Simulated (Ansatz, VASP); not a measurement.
**Two plane-wave programs on ZnS**

Contents of INCAR:

```
SYSTEM = ZnS
PREC = Accurate ; ENCUT = 520
EDIFF = 1E-6 ; ISMEAR = 0
SIGMA = 0.05 ; LREAL = .FALSE.
LASPH = .TRUE. ; NELM = 60
ALGO = Normal ; ISIF = 2
LWAVE = .FALSE. ; LCHARG = .FALSE.
GGA = PS ; NBANDS = 16
```

The input KPOINTS:

```
Automatic mesh
0
G
  10 10 10
  0 0 0
```

Contents of POSCAR:

```
ZnS
1.0
    0.0000000000      2.6782590749      2.6782590749
    2.6782590749      0.0000000000      2.6782590749
    2.6782590749      2.6782590749      0.0000000000
Zn S
1 1
Direct
    0.0000000000      0.0000000000      0.0000000000
    0.8712576966      0.7095807678      0.7095807678
```

Input for Ansatz:

```yaml
crystal:
  lattice:
    - [0.0, 2.6782590749, 2.6782590749]
    - [2.6782590749, 0.0, 2.6782590749]
    - [2.6782590749, 2.6782590749, 0.0]
  atoms:
    - { symbol: Zn, position: [0.0, 0.0, 0.0] }
    - { symbol: S, position: [0.8712576966, 0.7095807678, 0.7095807678] }
basis:
  ecutwfc: 420
kpoints:
  mp_grid: { grid: [10, 10, 10] }
hamiltonian:
  xc: pbesol
scf:
  occupations: { method: gaussian, width: 0.05 }
output:
  forces: true
  stress: true
  eigenvalues: true
```

Change from the starting cell: all S atoms moved -0.375 Å, as atom 2 towards its neighbour atom 1 (Zn) at 2.319 Å.

Alike in both runs: task single point; functional PBEsol; k mesh 10 × 10 × 10; occupations gaussian, width 0.05 eV; no spin polarisation.

|  | VASP | Ansatz |
| --- | --- | --- |
| version | VASP 6.6.1 | Ansatz 0.2.0 |
| potentials or method | VASP PAW PBE potentials, release 64 (Zn, S), cutoff 520 eV | scalar-relativistic, plane waves, PAW |
| valence electrons in the cell | 18 | 18 |

|  | VASP | Ansatz | Ansatz less VASP |
| --- | --- | --- | --- |
| gap on the k mesh at the Fermi level (eV) | 2.12 | 2.11 | -0.012 |
| least direct gap on the mesh (eV) | 2.12 | 2.11 | -0.012 |
| pressure (GPa) | 3.0 | 2.8 | -0.19 |
| traceless stress, the component that is largest in VASP (GPa) | 2.64 | 2.58 | -0.062 |
| rms of the force components (eV/Å) | 0.518 | 0.514 | -0.0038 |

VASP's potentials were made for PBE, not for PBEsol. Atom by atom the forces differ by 0.004 eV/Å (rms over components).
